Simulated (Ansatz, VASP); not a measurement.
Two plane-wave programs on GaN

```
Ga N
1.0
     3.20093    0.00000    0.00000
    -1.60047    2.77209    0.00000
     0.00000    0.00000   23.80000
Ga N
1 1
Direct
  0.33333 0.66667 0.29412
  0.66667 0.33333 0.29412
```

Alike in both runs: functional PBE; dispersion D4; k mesh 12 × 12 × 1; occupations gaussian, width 0.03 eV; no spin polarisation.

Ansatz relaxed the structure, and its values are those at the end. VASP's run is a single point on that final structure, the one shown.

|  | VASP | Ansatz |
| --- | --- | --- |
| version | VASP 6.6.1 | Ansatz 0.2.0 |
| potentials or method | VASP PAW PBE potentials, release 64 (Ga_d, N), cutoff 520 eV | scalar-relativistic, plane waves, PAW |
| valence electrons in the cell | 18 | 18 |

```tsv
	VASP	Ansatz	Ansatz less VASP
gap on the k mesh at the Fermi level (eV)	2.22	2.22	0.000
least direct gap on the mesh (eV)	2.50	2.49	-0.012
```

Ansatz's warnings: slab cell height set, structure snapped to symmetry, xc potential rough in thin density.
